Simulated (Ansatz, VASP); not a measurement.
## As: VASP beside Ansatz

```
As
1.0
     1.88080    1.08588    3.51406
    -1.88080    1.08588    3.51406
     0.00000   -2.17176    3.51406
As
2
Cartesian
  0.0000 0.0000 2.3825
  0.0000 0.0000 8.1597
```

Alike in both runs: task relaxation of cell and atoms; functional PBEsol; dispersion D3(BJ); k mesh 9 × 9 × 9; occupations fermi-dirac, width 0.05 eV; no spin polarisation.

```csv
,VASP,Ansatz
version,VASP 6.6.1,Ansatz 0.2.0
potentials or method,"VASP PAW PBE potentials, release 64 (As)",Ansatz PAW
plane-wave cutoff (eV),600,420
valence electrons in the cell,10,30
```

|  | VASP | Ansatz | Ansatz less VASP |
| --- | --- | --- | --- |
| gap on the k mesh at the Fermi level, each at its own relaxed structure (eV) | none | none | - |
| relaxed volume (Å³/atom) | 19.87 | 19.81 | -0.059 |
| relaxed cell length with the largest relative difference (Å) | 3.913 | 3.913 | -0.0001 |

VASP's potentials were made for PBE, not for PBEsol. A gap of «none» marks a metal or a gap that the smearing closes. VASP's potentials hold 10 valence electrons a cell and Ansatz's 30, so a difference there can come from the potentials and not from the codes.

Noted on Ansatz's run: the plane-wave basis is chosen anew once the cell has moved, so the energies of steps on either side of that aren't comparable.
